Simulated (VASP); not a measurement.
# Ti (Amm2) in VASP: single point with LDA

Aim: the single point of Ti with LDA.

Everything below comes from runs of VASP 6.6.1. Logs are shortened: lines on timing, memory, paths and dates and some standing lists are left out, and cuts for length are marked.

## (1) The cell of the first run

It takes space group Amm2 (No. 38, orthorhombic). Conventional cell: a = 2.840 Å, b = 4.562 Å, c = 7.902 Å, α = 90.00°, β = 90.00°, γ = 90.00°. Ti (site symmetry mm2) has 14 Ti at 2.82 to 3.17 Å within 3.7 Å. Ti (site symmetry mm2) has 11 Ti at 2.63 to 3.17 Å within 3.5 Å. Within 3.5 Å of Ti (site symmetry mm2) lie 11 Ti at 2.63 to 3.09 Å.

## (2) Single point, LDA (atoms displaced along a vibrational mode, the cell strained)

File INCAR:

```
SYSTEM = Ti
ALGO = Fast
EDIFF = 1E-6
ENCUT = 520
ISIF = 2
ISMEAR = 0
LASPH = .True.
LCHARG = .False.
LREAL = .False.
LWAVE = .False.
NBANDS = 25
NELM = 100
PREC = Accurate
SIGMA = 0.15
```

File KPOINTS:

```
k-points
0
Gamma
  12 12 14
  0 0 0
```

File POSCAR:

```
Ti
1.0
    4.5623346322      0.0000000000      0.0000000000
   -2.2811673161      3.9510976921      0.0000000000
    0.0000000000      0.0000000000      2.8397002579
Ti
3
Direct
   -0.0170310266     -0.0340620533      0.0000000000
    0.3418488466      0.6836976933      0.5000000000
    0.6751821800      0.3503643600      0.5000000000
```

Potentials or basis: VASP PAW LDA potentials, release 64 (Ti_sv).

Run with:

```console
$ cat potpaw_LDA.64/Ti_sv/POTCAR > POTCAR
$ mpirun -np 1 vasp_std > vasp.out
```

OUTCAR:

```text
SYSTEM = Ti
   EDIFF = 1E-6
   ENCUT = 520
   ISIF = 2
   ISMEAR = 0
   LASPH = .True.
   LREAL = .False.
   NELM = 100
   PREC = Accurate

 ion  position               nearest neighbor table
   1  0.983  0.966  0.000-   3 2.82   3 2.82   2 2.91   2 2.91   2 2.91   2 2.91
   2  0.342  0.684  0.500-   3 2.63   3 2.63   3 2.63   1 2.91   1 2.91   1 2.91   1 2.91
   3  0.675  0.350  0.500-   2 2.63   2 2.63   2 2.63   1 2.82   1 2.82

  LATTYP: Found a hexagonal cell.
 ALAT       =     4.5623346322
 C/A-ratio  =     0.6224226162

  Lattice vectors:

 A1 = (   4.5623346322,   0.0000000000,   0.0000000000)
 A2 = (  -2.2811673161,   3.9510976921,   0.0000000000)
 A3 = (   0.0000000000,   0.0000000000,   2.8397002579)

Analysis of symmetry for initial positions (statically):
=====================================================================
 Subroutine PRICEL returns:
 Original cell was already a primitive cell.

 Routine SETGRP: Setting up the symmetry group for a
 hexagonal supercell.

 Subroutine GETGRP returns: Found  4 space group operations
 (whereof  4 operations were pure point group operations)
 out of a pool of 24 trial point group operations.

The static configuration has the point symmetry C_2v.

Analysis of symmetry for dynamics (positions and initial velocities):
=====================================================================
 Subroutine PRICEL returns:
 Original cell was already a primitive cell.

 Routine SETGRP: Setting up the symmetry group for a
 hexagonal supercell.

 Subroutine GETGRP returns: Found  4 space group operations
 (whereof  4 operations were pure point group operations)
 out of a pool of 24 trial point group operations.

The dynamic configuration has the point symmetry C_2v.

 Subroutine INISYM returns: Found  4 space group operations
 (whereof  4 operations are pure point group operations),
 and found     1 'primitive' translations

----------------------------------------------------------------------------------------

                                     Primitive cell

  volume of cell :      51.1891

  direct lattice vectors                    reciprocal lattice vectors
     4.562334632  0.000000000  0.000000000     0.219186027  0.126547111  0.000000000
    -2.281167316  3.951097692  0.000000000     0.000000000  0.253094223  0.000000000
     0.000000000  0.000000000  2.839700258     0.000000000  0.000000000  0.352149843

  length of vectors
     4.562334632  4.562334632  2.839700258     0.253094223  0.253094223  0.352149843

  position of ions in fractional coordinates (direct lattice)
     0.982968973  0.965937947  0.000000000
     0.341848847  0.683697693  0.500000000
     0.675182180  0.350364360  0.500000000

  ion indices of the primitive-cell ions
   primitive index   ion index
                 1           1
                 2           2
                 3           3

----------------------------------------------------------------------------------------

 KPOINTS: k-points

Automatic generation of k-mesh.
 Grid dimensions read from file:
 generate k-points for:   12   12   14

 Generating k-lattice:

  Cartesian coordinates                     Fractional coordinates (reciprocal lattice)
     0.018265502  0.010545593  0.000000000     0.083333333  0.000000000  0.000000000
     0.000000000  0.021091185  0.000000000     0.000000000  0.083333333  0.000000000
     0.000000000  0.000000000  0.025153560     0.000000000  0.000000000  0.071428571

  Length of vectors
     0.021091185  0.021091185  0.025153560

  Shift w.r.t. Gamma in fractional coordinates (k-lattice)
     0.000000000  0.000000000  0.000000000

 Subroutine IBZKPT returns following result:
 ===========================================

 Found    344 irreducible k-points:

 Following reciprocal coordinates:
            Coordinates               Weight
  0.000000  0.000000  0.000000      1.000000
  0.083333 -0.000000  0.000000      4.000000
  0.000000  0.083333  0.000000      2.000000
  0.166667  0.000000  0.000000      4.000000
  0.000000  0.166667  0.000000      2.000000
  0.250000 -0.000000  0.000000      4.000000
[... 16 lines left out ...]
 -0.083333  0.416667  0.000000      4.000000
 -0.416667  0.333333  0.000000      4.000000
 [... further k-points ...]
   k-points           NKPTS =    344   k-points in BZ     NKDIM =    344   number of bands    NBANDS=     25
   number of dos      NEDOS =    301   number of ions     NIONS =      3
   total plane-waves  NPLWV =  31104
   dimension x,y,z NGX =    36 NGY =   36 NGZ =   24
   dimension x,y,z NGXF=    72 NGYF=   72 NGZF=   48
   ions per type =               3
   NGX,Y,Z   is equivalent  to a cutoff of  13.12, 13.12, 14.05 a.u.
   NGXF,Y,Z  is equivalent  to a cutoff of  26.24, 26.24, 28.10 a.u.
 SYSTEM =  Ti
   PREC   = accura    normal or accurate (medium, high low for compatibility)
   ISTART =      0    job   : 0-new  1-cont  2-samecut
   ICHARG =      2    charge: 1-file 2-atom 10-const
   ISPIN  =      1    spin polarized calculation?
   LNONCOLLINEAR =      F non collinear calculations
   LSORBIT =      F    spin-orbit coupling
   LASPH  =      T    aspherical Exc in radial PAW
   ENCUT  =  520.0 eV  38.22 Ry    6.18 a.u.   8.48  8.48  5.28*2*pi/ulx,y,z
   NELM   =    100;   NELMIN=  2; NELMDL= -5     # of ELM steps
   EDIFF  = 0.1E-05   stopping-criterion for ELM
   LREAL  =      F    real-space projection
[... 7 lines left out ...]
   TEBEG  =    0.0;   TEEND  =   0.0 temperature during run
   PSTRESS=    0.0 pullay stress
   NELECT =      36.0000    total number of electrons
   NUPDOWN=      -1.0000    fix difference up-down
   EMIN   =  10.00;   EMAX   =-10.00  energy-range for DOS
   EFERMI =   0.00;   METHOD = LEGACY
   ISMEAR =     0;   SIGMA  =   0.15  broadening in eV -4-tet -1-fermi 0-gaus
   EFERMI_NEDOS =   21; number of points for ismear=-14 and -15
   IALGO  =     68    algorithm
   IMIX   =      4    mixing-type and parameters
     AMIX     =   0.40;   BMIX     =  1.00
     AMIX_MAG =   1.60;   BMIX_MAG =  1.00
  volume/ion in A,a.u.               =      17.06       115.15
  Fermi-wavevector in a.u.,A,eV,Ry     =   1.455850  2.751157 28.837524  2.119498
  Thomas-Fermi vector in A             =   2.572836
   LORBIT       =      0    0 simple, 1 ext, 2 COOP (PROOUT), +10 PAW based schemes
   GGA     = CA    functional components
   LHFCALC =     F    Hartree Fock is set to
   AEXX    =    0.0000 exact exchange contribution
   IVDW    =     0    specifies the selected vdW correction
   LEPSILON=     F    determine dielectric tensor
   LRPA    =     F    only Hartree local field effects (RPA)
 non-spin polarized calculation
 RMM-DIIS sequential band-by-band and
 Gauss-broadening in eV      SIGMA  =   0.15
  energy-cutoff  :      520.00
  volume of cell :       51.19
 maximum number of plane-waves:      1420
 NGX is ok and might be reduce to    36
   NGX = 17   NGY = 17   NGZ = 11

 number of electron      36.0000001 magnetization

 Free energy of the ion-electron system (eV)
  ---------------------------------------------------
  ext. energy  EPLUGINS =         0.00000000
  ---------------------------------------------------
  free energy    TOTEN  =       -25.58210758 eV

  energy without entropy =      -25.55009778  energy(sigma->0) =      -25.56610268

 E-fermi :   8.1548     XC(G=0): -11.8575

 val. band max:        8.1541974536   @ k =   0.4167   0.1667   0.3571
 cond. band min:       8.1566943338   @ k =   0.3333   0.3333   0.2143
 fundamental gap:      0.0024968801
 Fermi energy:         8.1548411829

 k-point     1 :       0.0000    0.0000    0.0000
  band No.  band energies     occupation
      1     -47.9843      2.00000
      2     -47.7532      2.00000
      3     -47.5841      2.00000
      4     -24.7500      2.00000
      5     -24.7412      2.00000
      6     -24.5737      2.00000
[... 17 lines left out ...]
     24       9.6708      0.00000
     25      10.2378      0.00000

 k-point     2 :       0.0833   -0.0000    0.0000
  band No.  band energies     occupation
      1     -47.9828      2.00000
      2     -47.7518      2.00000
      3     -47.5871      2.00000
      4     -24.7913      2.00000
      5     -24.7081      2.00000
      6     -24.6078      2.00000
[... 17 lines left out ...]
     24       9.8157      0.00000
     25      10.1072      0.00000

 k-point     3 :       0.0000    0.0833    0.0000
  band No.  band energies     occupation
      1     -47.9829      2.00000
      2     -47.7517      2.00000
      3     -47.5871      2.00000
      4     -24.7602      2.00000
      5     -24.7592      2.00000
      6     -24.5553      2.00000
[... 17 lines left out ...]
     24       9.6005      0.00000
     25      10.3432      0.00000

 k-point     4 :       0.1667    0.0000    0.0000
  band No.  band energies     occupation
      1     -47.9787      2.00000
      2     -47.7475      2.00000
      3     -47.5957      2.00000
      4     -24.8271      2.00000
      5     -24.7142      2.00000
      6     -24.5830      2.00000
[... 17 lines left out ...]
     24       9.7678      0.00000
     25      10.5671      0.00000

 k-point     5 :       0.0000    0.1667    0.0000
  band No.  band energies     occupation
      1     -47.9791      2.00000
      2     -47.7471      2.00000
      3     -47.5957      2.00000
      4     -24.7968      2.00000
      5     -24.7730      2.00000
      6     -24.5166      2.00000
[... 17 lines left out ...]
     24       9.6629      0.00000
     25      10.5395      0.00000

 k-point     6 :       0.2500   -0.0000    0.0000
  band No.  band energies     occupation
      1     -47.9733      2.00000
      2     -47.7401      2.00000
      3     -47.6090      2.00000
      4     -24.8537      2.00000
      5     -24.7265      2.00000
      6     -24.5357      2.00000
[... 17 lines left out ...]
     24      10.0498      0.00000
     25      10.5272      0.00000
[... 393 lines left out ...]
 k-point    21 :      -0.3333    0.2500    0.0000
  band No.  band energies     occupation
      1     -47.9698      2.00000
      2     -47.7341      2.00000
      3     -47.6188      2.00000
      4     -24.8615      2.00000
      5     -24.7257      2.00000
      6     -24.5211      2.00000
[... 17 lines left out ...]
     24      10.2546      0.00000
     25      10.6378      0.00000

 k-point    22 :       0.3333    0.0833    0.0000
  band No.  band energies     occupation
      1     -47.9657      2.00000
      2     -47.7222      2.00000
      3     -47.6352      2.00000
      4     -24.8731      2.00000
      5     -24.7117      2.00000
      6     -24.5101      2.00000
[... 17 lines left out ...]
     24      10.4984      0.00000
     25      10.5485      0.00000

 k-point    23 :      -0.0833    0.4167    0.0000
  band No.  band energies     occupation
      1     -47.9668      2.00000
      2     -47.7207      2.00000
      3     -47.6356      2.00000
      4     -24.8683      2.00000
      5     -24.7346      2.00000
      6     -24.4850      2.00000
[... 17 lines left out ...]
     24      10.3984      0.00000
     25      10.5240      0.00000

 k-point    24 :      -0.4167    0.3333    0.0000
  band No.  band energies     occupation
      1     -47.9654      2.00000
      2     -47.7226      2.00000
      3     -47.6351      2.00000
      4     -24.8753      2.00000
      5     -24.7052      2.00000
      6     -24.5090      2.00000
[... 17 lines left out ...]
     24      10.5102      0.00000
     25      10.5928      0.00000

 [... further k-points ...]

------------------------ aborting loop because EDIFF is reached ----------------------------------------

  FORCE on cell =-STRESS in cart. coord.  units (eV):
  Direction    XX          YY          ZZ          XY          YZ          ZX
  --------------------------------------------------------------------------------------
  -------------------------------------------------------------------------------------
  Total       -2.3852436     -2.0285818     -2.8028766      0.0000000      0.0000000      0.0000000
  in kB      -74.6562072    -63.4929786    -87.7277818      0.0000000      0.0000000      0.0000000
  external PRESSURE =     -75.2923225 kB  Pullay stress =       0.0000000 kB

 VOLUME and BASIS-vectors are now :
 -----------------------------------------------------------------------------
  energy-cutoff  :      520.00
  volume of cell :       51.19
      direct lattice vectors                 reciprocal lattice vectors
     4.562334632  0.000000000  0.000000000     0.219186027  0.126547111  0.000000000
    -2.281167316  3.951097692  0.000000000     0.000000000  0.253094223  0.000000000
     0.000000000  0.000000000  2.839700258     0.000000000  0.000000000  0.352149843

 POSITION                                       TOTAL-FORCE (eV/Angst)
 -----------------------------------------------------------------------------------
      2.28117      3.81652      0.00000         0.000000      0.620434      0.000000
     -0.00000      2.70136      1.41985         0.000000     -0.191826      0.000000
      2.28117      1.38432      1.41985        -0.000000     -0.428608      0.000000
 -----------------------------------------------------------------------------------
    total drift:                               -0.000001      0.001532     -0.000000

  FREE ENERGIE OF THE ION-ELECTRON SYSTEM (eV)
  ---------------------------------------------------
  free  energy   TOTEN  =       -25.5821075791 eV

  energy  without entropy=      -25.5500977818  energy(sigma->0) =      -25.56610268
```

Wall time 9.3 min (1 thread of Intel Xeon 6975P-C (Granite Rapids), shared host); peak memory 0.41 GiB.

What came out:

```yaml
Free_energy: -25.5821 eV
Pressure: -7.5 GPa
Largest_force: 0.620 eV/Å
Band_gap_on_the_k_mesh: zero (bands 18 and 19 overlap by 0.38 eV)
```

Forces in eV/Å, atoms in the order of the input:
```
Ti   0.000  0.620  0.000
Ti   0.000 -0.192  0.000
Ti   0.000 -0.429  0.000
```

Stress tensor (GPa, compression positive):
```
-7.47  0.00  0.00
 0.00 -6.35  0.00
 0.00  0.00 -8.77
```

Levels at points of the mesh, in eV from the Fermi level:
```
           k point  band 16  band 17  band 18  band 19  band 20  band 21
(0.00, 0.00, 0.00)    -0.75    -0.51    -0.51     0.03     0.80     1.27
(0.50, 0.00, 0.00)    -0.68    -0.38    -0.27     0.16     0.61     0.92
(0.00, 0.50, 0.00)    -0.66    -0.61    -0.18     0.36     0.61     0.92
(0.00, 0.00, 0.50)    -1.66    -1.60    -1.57     1.07     1.08     1.20
(0.50, 0.00, 0.50)    -1.24    -0.66    -0.58     0.34     0.88     0.94
(0.00, 0.50, 0.50)    -1.12    -0.66    -0.61     0.44     0.79     0.91
```

Caveat: the cell differs from its parent crystal (atoms displaced along a vibrational mode, the cell strained); the cell stands under tension.
